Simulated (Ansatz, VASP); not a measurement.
**Two plane-wave programs on Nb**

```xyz
1
Lattice="-1.6381 1.6381 1.6381 1.6381 -1.6381 1.6381 1.6381 1.6381 -1.6381" Properties=species:S:1:pos:R:3 pbc="T T T"
Nb    0.0000    0.0000    0.0000
```

Alike in both runs: functional PBEsol; k mesh 8 × 8 × 8; occupations gaussian, width 0.1 eV; no spin polarisation.

Ansatz relaxed the structure, and its values are those at the end. VASP's run is a single point on that final structure, the one shown.

|  | VASP | Ansatz |
| --- | --- | --- |
| version | VASP 6.6.1 | Ansatz 0.2.0 |
| potentials or method | VASP PAW PBE potentials, release 64 (Nb_sv), cutoff 520 eV | scalar-relativistic, plane waves, PAW |
| valence electrons in the cell | 13 | 13 |

Ansatz gave:

| Item | Value |
| --- | --- |
| gap on the k mesh at the Fermi level (eV) | none |
| pressure (GPa) | 0.0 |

Task: Which values does VASP return?

Result: gap on the k mesh at the Fermi level (eV): none; pressure (GPa): -0.3.

VASP's potentials were made for PBE, not for PBEsol. A gap of «none» marks a metal or a gap that the smearing closes.
